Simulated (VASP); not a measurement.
# AlAs (F-43m) in VASP: further runs

Runs on AlAs. Level: PBEsol. Tasks: single point.

All numbers are computed with VASP 6.6.1; they aren't measurements. Logs are shortened: lines on timing, memory, paths and dates and some standing lists are left out, and cuts for length are marked.

## (1) The cell of the first run

It takes space group F-43m (No. 216, cubic). Conventional cell: a = 5.545 Å, b = 5.545 Å, c = 5.545 Å, α = 90.00°, β = 90.00°, γ = 90.00°. Within 3.2 Å of Al (site symmetry -43m) lie 4 As at 2.40 Å. As (site symmetry -43m) has 4 Al at 2.40 Å within 3.2 Å.

## (2) Single point, PBEsol (volume scaled by 0.94)

Input file INCAR:

```
PREC = Accurate
ENCUT = 500
EDIFF = 1E-6
ISMEAR = -1
SIGMA = 0.05
LREAL = F
LASPH = T
NELM = 120
ALGO = Normal
ISIF = 2
LWAVE = F
LCHARG = F
GGA = PS
NBANDS = 11
GGA_COMPAT = F
```

Input file KPOINTS:

```
regular mesh
0
Gamma
  10 10 10
```

Input file POSCAR:

```
AlAs
1.0
    0.0000000000      2.7726205221      2.7726205221
    2.7726205221      0.0000000000      2.7726205221
    2.7726205221      2.7726205221      0.0000000000
Al As
1 1
Direct
    0.0000000000      0.0000000000      0.0000000000
    0.7500000000      0.7500000000      0.7500000000
```

Potentials or basis: VASP PAW PBE potentials, release 64 (Al, As).

Started as:

```sh
> cat potpaw_PBE.64/Al/POTCAR potpaw_PBE.64/As/POTCAR > POTCAR
> mpirun -np 1 vasp_std > vasp.out
```

OUTCAR:

```text
PREC = Accurate
   ENCUT = 500
   EDIFF = 1E-6
   ISMEAR = -1
   LREAL = F
   LASPH = T
   NELM = 120
   ISIF = 2
   GGA = PS

 ion  position               nearest neighbor table
   1  0.000  0.000  0.000-   2 2.40   2 2.40   2 2.40   2 2.40
   2  0.750  0.750  0.750-   1 2.40   1 2.40   1 2.40   1 2.40

  LATTYP: Found a face centered cubic cell.
 ALAT       =     5.5452410442

  Lattice vectors:

 A1 = (   0.0000000000,   2.7726205221,   2.7726205221)
 A2 = (   2.7726205221,   0.0000000000,   2.7726205221)
 A3 = (   2.7726205221,   2.7726205221,   0.0000000000)

Analysis of symmetry for initial positions (statically):
=====================================================================
 Subroutine PRICEL returns:
 Original cell was already a primitive cell.

 Routine SETGRP: Setting up the symmetry group for a
 face centered cubic supercell.

 Subroutine GETGRP returns: Found 24 space group operations
 (whereof 24 operations were pure point group operations)
 out of a pool of 48 trial point group operations.

The static configuration has the point symmetry T_d .

Analysis of symmetry for dynamics (positions and initial velocities):
=====================================================================
 Subroutine PRICEL returns:
 Original cell was already a primitive cell.

 Routine SETGRP: Setting up the symmetry group for a
 face centered cubic supercell.

 Subroutine GETGRP returns: Found 24 space group operations
 (whereof 24 operations were pure point group operations)
 out of a pool of 48 trial point group operations.

The dynamic configuration has the point symmetry T_d .

 Subroutine INISYM returns: Found 24 space group operations
 (whereof 24 operations are pure point group operations),
 and found     1 'primitive' translations

----------------------------------------------------------------------------------------

                                     Primitive cell

  volume of cell :      42.6286

  direct lattice vectors                    reciprocal lattice vectors
     0.000000000  2.772620522  2.772620522    -0.180334812  0.180334812  0.180334812
     2.772620522  0.000000000  2.772620522     0.180334812 -0.180334812  0.180334812
     2.772620522  2.772620522  0.000000000     0.180334812  0.180334812 -0.180334812

  length of vectors
     3.921077546  3.921077546  3.921077546     0.312349056  0.312349056  0.312349056

  position of ions in fractional coordinates (direct lattice)
     0.000000000  0.000000000  0.000000000
     0.750000000  0.750000000  0.750000000

  ion indices of the primitive-cell ions
   primitive index   ion index
                 1           1
                 2           2

----------------------------------------------------------------------------------------

 KPOINTS: regular mesh

Automatic generation of k-mesh.
 Grid dimensions read from file:
 generate k-points for:   10   10   10

 Generating k-lattice:

  Cartesian coordinates                     Fractional coordinates (reciprocal lattice)
    -0.018033481  0.018033481  0.018033481     0.100000000  0.000000000  0.000000000
     0.018033481 -0.018033481  0.018033481     0.000000000  0.100000000  0.000000000
     0.018033481  0.018033481 -0.018033481     0.000000000  0.000000000  0.100000000

  Length of vectors
     0.031234906  0.031234906  0.031234906

  Shift w.r.t. Gamma in fractional coordinates (k-lattice)
     0.000000000  0.000000000  0.000000000

 Subroutine IBZKPT returns following result:
 ===========================================

 Found     47 irreducible k-points:

 Following reciprocal coordinates:
            Coordinates               Weight
  0.000000  0.000000  0.000000      1.000000
  0.100000  0.000000  0.000000      8.000000
  0.200000  0.000000  0.000000      8.000000
  0.300000  0.000000  0.000000      8.000000
  0.400000  0.000000  0.000000      8.000000
  0.500000  0.000000  0.000000      4.000000
[... 16 lines left out ...]
  0.300000  0.300000  0.000000      6.000000
  0.400000  0.300000  0.000000     24.000000
 [... further k-points ...]
   k-points           NKPTS =     47   k-points in BZ     NKDIM =     47   number of bands    NBANDS=     11
   number of dos      NEDOS =    301   number of ions     NIONS =      2
   total plane-waves  NPLWV =  27000
   dimension x,y,z NGX =    30 NGY =   30 NGZ =   30
   dimension x,y,z NGXF=    60 NGYF=   60 NGZF=   60
   ions per type =               1   1
   NGX,Y,Z   is equivalent  to a cutoff of  12.72, 12.72, 12.72 a.u.
   NGXF,Y,Z  is equivalent  to a cutoff of  25.44, 25.44, 25.44 a.u.
 SYSTEM =  unknown system
   PREC   = accura    normal or accurate (medium, high low for compatibility)
   ISTART =      0    job   : 0-new  1-cont  2-samecut
   ICHARG =      2    charge: 1-file 2-atom 10-const
   ISPIN  =      1    spin polarized calculation?
   LNONCOLLINEAR =      F non collinear calculations
   LSORBIT =      F    spin-orbit coupling
   LASPH  =      T    aspherical Exc in radial PAW
   ENCUT  =  500.0 eV  36.75 Ry    6.06 a.u.   7.15  7.15  7.15*2*pi/ulx,y,z
   NELM   =    120;   NELMIN=  2; NELMDL= -5     # of ELM steps
   EDIFF  = 0.1E-05   stopping-criterion for ELM
   LREAL  =      F    real-space projection
   EDIFFG = 0.1E-04   stopping-criterion for IOM
   NSW    =      0    number of steps for IOM
   IBRION =     -1    ionic relax: 0-MD 1-quasi-New 2-CG
   NFREE  =      0    steps in history (QN), initial steepest desc. (CG)
   ISIF   =      2    stress and relaxation
   ISYM   =      2    0-nonsym 1-usesym 2-fastsym
   POTIM  = 0.5000    time-step for ionic-motion
   TEBEG  =    0.0;   TEEND  =   0.0 temperature during run
   PSTRESS=    0.0 pullay stress
   NELECT =       8.0000    total number of electrons
   NUPDOWN=      -1.0000    fix difference up-down
   EMIN   =  10.00;   EMAX   =-10.00  energy-range for DOS
   EFERMI =   0.00;   METHOD = LEGACY
   ISMEAR =    -1;   SIGMA  =   0.05  broadening in eV -4-tet -1-fermi 0-gaus
   EFERMI_NEDOS =   21; number of points for ismear=-14 and -15
   IALGO  =     38    algorithm
   IMIX   =      4    mixing-type and parameters
     AMIX     =   0.40;   BMIX     =  1.00
     AMIX_MAG =   1.60;   BMIX_MAG =  1.00
  volume/ion in A,a.u.               =      21.31       143.84
  Fermi-wavevector in a.u.,A,eV,Ry     =   0.937284  1.771209 11.952728  0.878501
  Thomas-Fermi vector in A             =   2.064379
   LORBIT       =      0    0 simple, 1 ext, 2 COOP (PROOUT), +10 PAW based schemes
   GGA     = PS    functional components
   LHFCALC =     F    Hartree Fock is set to
   AEXX    =    0.0000 exact exchange contribution
   IVDW    =     0    specifies the selected vdW correction
   LEPSILON=     F    determine dielectric tensor
   LRPA    =     F    only Hartree local field effects (RPA)
 non-spin polarized calculation
  energy-cutoff  :      500.00
  volume of cell :       42.63
 maximum number of plane-waves:      1106
 NGX is ok and might be reduce to    30
   NGX = 15   NGY = 15   NGZ = 15

 number of electron       8.0000000 magnetization

 Free energy of the ion-electron system (eV)
  ---------------------------------------------------
  ext. energy  EPLUGINS =         0.00000000
  ---------------------------------------------------
  free energy    TOTEN  =       -10.00807246 eV

  energy without entropy =      -10.00807239  energy(sigma->0) =      -10.00807242

 E-fermi :   4.9641     XC(G=0):  -9.4362

 val. band max:        4.3423253557   @ k =   0.0000   0.0000   0.0000
 cond. band min:       5.5481596167   @ k =   0.5000   0.5000   0.0000
 fundamental gap:      1.2058342610
 Fermi energy:         4.9640694284

 k-point     1 :       0.0000    0.0000    0.0000
  band No.  band energies     occupation
      1      -7.9058      2.00000
      2       4.3423      1.99999
      3       4.3423      1.99999
      4       4.3423      1.99999
      5       6.8156      0.00000
      6       8.7120      0.00000
      7       8.7120      0.00000
      8       8.7120      0.00000
      9      13.4044      0.00000
     10      13.4561      0.00000
     11      13.4561      0.00000

 k-point     2 :       0.1000    0.0000    0.0000
  band No.  band energies     occupation
      1      -7.7990      2.00000
      2       3.2982      2.00000
      3       4.2275      2.00000
      4       4.2275      2.00000
      5       7.3918      0.00000
      6       8.9162      0.00000
      7       8.9162      0.00000
      8       8.9698      0.00000
      9      12.9504      0.00000
     10      12.9504      0.00000
     11      13.9282      0.00000

 k-point     3 :       0.2000    0.0000    0.0000
  band No.  band energies     occupation
      1      -7.4915      2.00000
      2       1.6230      2.00000
      3       3.9705      2.00000
      4       3.9705      2.00000
      5       7.3364      0.00000
      6       9.2706      0.00000
      7       9.2706      0.00000
      8      10.3092      0.00000
      9      12.5495      0.00000
     10      12.5495      0.00000
     11      14.0265      0.00000

 k-point     4 :       0.3000    0.0000    0.0000
  band No.  band energies     occupation
      1      -7.0334      2.00000
      2       0.0723      2.00000
      3       3.7118      2.00000
      4       3.7118      2.00000
      5       6.9935      0.00000
      6       9.2997      0.00000
      7       9.2997      0.00000
      8      11.7498      0.00000
      9      13.1070      0.00000
     10      13.1070      0.00000
     11      13.7206      0.00000
[... 239 lines left out ...]
 k-point    22 :      -0.2000    0.2000    0.0000
  band No.  band energies     occupation
      1      -6.8755      2.00000
      2       0.3144      2.00000
      3       1.9816      2.00000
      4       3.7797      2.00000
      5       8.2226      0.00000
      6       9.5443      0.00000
      7       9.7577      0.00000
      8      10.4497      0.00000
      9      11.6026      0.00000
     10      15.0650      0.00000
     11      16.5575      0.00000

 k-point    23 :       0.3000    0.3000    0.0000
  band No.  band energies     occupation
      1      -6.7269      2.00000
      2       0.3640      2.00000
      3       2.5910      2.00000
      4       2.5910      2.00000
      5       6.4464      0.00000
      6       7.5972      0.00000
      7      12.2440      0.00000
      8      12.2440      0.00000
      9      13.1392      0.00000
     10      15.0928      0.00000
     11      17.9592      0.00000

 k-point    24 :       0.4000    0.3000    0.0000
  band No.  band energies     occupation
      1      -6.3421      2.00000
      2      -0.3504      2.00000
      3       2.0529      2.00000
      4       2.4031      2.00000
      5       6.3844      0.00000
      6       7.5683      0.00000
      7      12.2237      0.00000
      8      12.5910      0.00000
      9      14.9455      0.00000
     10      16.0471      0.00000
     11      17.7564      0.00000

 [... further k-points ...]

------------------------ aborting loop because EDIFF is reached ----------------------------------------

  FORCE on cell =-STRESS in cart. coord.  units (eV):
  Direction    XX          YY          ZZ          XY          YZ          ZX
  --------------------------------------------------------------------------------------
  -------------------------------------------------------------------------------------
  Total        1.6375059      1.6375059      1.6375059     -0.0000000      0.0000000     -0.0000000
  in kB       61.5449128     61.5449128     61.5449128     -0.0000000      0.0000000     -0.0000000
  external PRESSURE =      61.5449128 kB  Pullay stress =       0.0000000 kB

 VOLUME and BASIS-vectors are now :
 -----------------------------------------------------------------------------
  energy-cutoff  :      500.00
  volume of cell :       42.63
      direct lattice vectors                 reciprocal lattice vectors
     0.000000000  2.772620522  2.772620522    -0.180334812  0.180334812  0.180334812
     2.772620522  0.000000000  2.772620522     0.180334812 -0.180334812  0.180334812
     2.772620522  2.772620522  0.000000000     0.180334812  0.180334812 -0.180334812

 POSITION                                       TOTAL-FORCE (eV/Angst)
 -----------------------------------------------------------------------------------
      0.00000      0.00000      0.00000        -0.000000     -0.000000      0.000000
      4.15893      4.15893      4.15893         0.000000      0.000000     -0.000000
 -----------------------------------------------------------------------------------
    total drift:                               -0.000000     -0.000000     -0.000000

  FREE ENERGIE OF THE ION-ELECTRON SYSTEM (eV)
  ---------------------------------------------------
  free  energy   TOTEN  =       -10.0080724567 eV

  energy  without entropy=      -10.0080723859  energy(sigma->0) =      -10.00807242
```

It took 9.9 s on 1 thread of Intel Xeon 6975P-C (Granite Rapids), shared host; peak memory 0.17 GiB.

What came out:

| Property | Result |
| --- | --- |
| Free energy | -10.0081 eV |
| Pressure | 6.2 GPa |
| Band gap on the k mesh | 1.21 eV, indirect (least direct gap 2.47 eV) |

Caveat: the PAW data sets were made with another functional, which shifts forces and pressure a little. A k mesh can miss the band edges.

## (3) Single point, PBEsol (volume scaled by 0.98)

Changes to INCAR since step 2:

```diff
@@ -11,4 +11,6 @@
 LWAVE = F
-LCHARG = F
+LCHARG = T
 GGA = PS
+LELF = T
+LVHAR = T
 NBANDS = 11
```

KPOINTS is that of step 2.

Input file POSCAR:

```
AlAs
1.0
    0.0000000000      2.8114034545      2.8114034545
    2.8114034545      0.0000000000      2.8114034545
    2.8114034545      2.8114034545      0.0000000000
Al As
1 1
Direct
    0.0000000000      0.0000000000      0.0000000000
    0.7500000000      0.7500000000      0.7500000000
```

Potentials or basis: VASP PAW PBE potentials, release 64 (Al, As).

Started as:

```sh
> cat potpaw_PBE.64/Al/POTCAR potpaw_PBE.64/As/POTCAR > POTCAR
> mpirun -np 1 vasp_std > vasp.out
```

It took 11 s on 1 thread of Intel Xeon 6975P-C (Granite Rapids), shared host; peak memory 0.17 GiB.

Results (log left out):

```yaml
Free_energy: -10.0559 eV
Pressure: 2.4 GPa
Band_gap_on_the_k_mesh: 1.28 eV, indirect (least direct gap 2.14 eV)
```

Levels at points of the mesh, in eV from the valence-band top:
| k point | band 1 | band 2 | band 3 | band 4 | band 5 | band 6 | band 7 | band 8 | band 9 |
| --- | --- | --- | --- | --- | --- | --- | --- | --- | --- |
| (0.00, 0.00, 0.00) | -12.00 | 0.00 | 0.00 | 0.00 | 2.14 | 4.30 | 4.30 | 4.30 | 8.82 |
| (0.50, 0.00, 0.00) | -10.53 | -5.69 | -0.84 | -0.84 | 2.16 | 4.65 | 4.65 | 7.62 | 11.23 |
| (0.50, 0.50, 0.00) | -9.96 | -5.51 | -2.23 | -2.23 | 1.28 | 2.22 | 10.44 | 10.44 | 11.89 |

Caveat: the PAW data sets were made with another functional, which shifts forces and pressure a little. A k mesh can miss the band edges.
